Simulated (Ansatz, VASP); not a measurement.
**One calculation of AlCo, two programs**

INCAR

```
  ALGO = Normal
  EDIFF = 1E-6
  ENCUT = 520
  GGA = PS
  ISIF = 2
  ISMEAR = 0
  LASPH = True
  LCHARG = False
  LREAL = False
  LWAVE = False
  NBANDS = 13
  NELM = 60
  PREC = Accurate
  SIGMA = 0.15
```

File KPOINTS:

```
k-points
0
Gamma
  16 16 16
```

File POSCAR:

```
AlCo
1.0
    2.5938509532      0.0000000000      0.0000000000
    0.0000000000      2.5938509532      0.0000000000
    0.0000000000      0.0000000000      2.9321793384
Al Co
1 1
Direct
    0.0000000000      0.0000000000      0.0000000000
    0.5000000000      0.5000000000      0.5000000000
```

Input for Ansatz:

```yaml
crystal:
  lattice:
    - [2.5938509532, 0.0, 0.0]
    - [0.0, 2.5938509532, 0.0]
    - [0.0, 0.0, 2.9321793384]
  atoms:
    - { symbol: Al, position: [0.0, 0.0, 0.0] }
    - { symbol: Co, position: [0.5, 0.5, 0.5] }
basis:
  ecutwfc: 420
kpoints:
  mp_grid: { grid: [16, 16, 16] }
hamiltonian:
  xc: pbesol
scf:
  occupations: { method: gaussian, width: 0.15 }
output:
  forces: true
  stress: true
  eigenvalues: true
```

Change from the starting cell: strain -0.080 along x and y, +0.040 along z, atoms carried along.

Alike in both runs: task single point; functional PBEsol; k mesh 16 × 16 × 16; occupations gaussian, width 0.15 eV; no spin polarisation.

```csv
,VASP,Ansatz
version,VASP 6.6.1,Ansatz 0.2.0
potentials or method,"VASP PAW PBE potentials, release 64 (Al, Co), cutoff 520 eV","scalar-relativistic, plane waves, PAW"
valence electrons in the cell,12,20
```

```csv
,VASP,Ansatz,Ansatz less VASP
gap on the k mesh at the Fermi level (eV),none,none,-
pressure (GPa),35.9,35.7,-0.18
"traceless stress, the component that is largest in VASP (GPa)",-13.99,-13.94,+0.048
```

VASP's potentials were made for PBE, not for PBEsol. A gap of «none» marks a metal or a gap that the smearing closes. Both programs put the cell under a high pressure, so it lies far from rest at this level. VASP's potentials hold 12 valence electrons a cell and Ansatz's 20, so a difference there can come from the potentials and not from the codes.
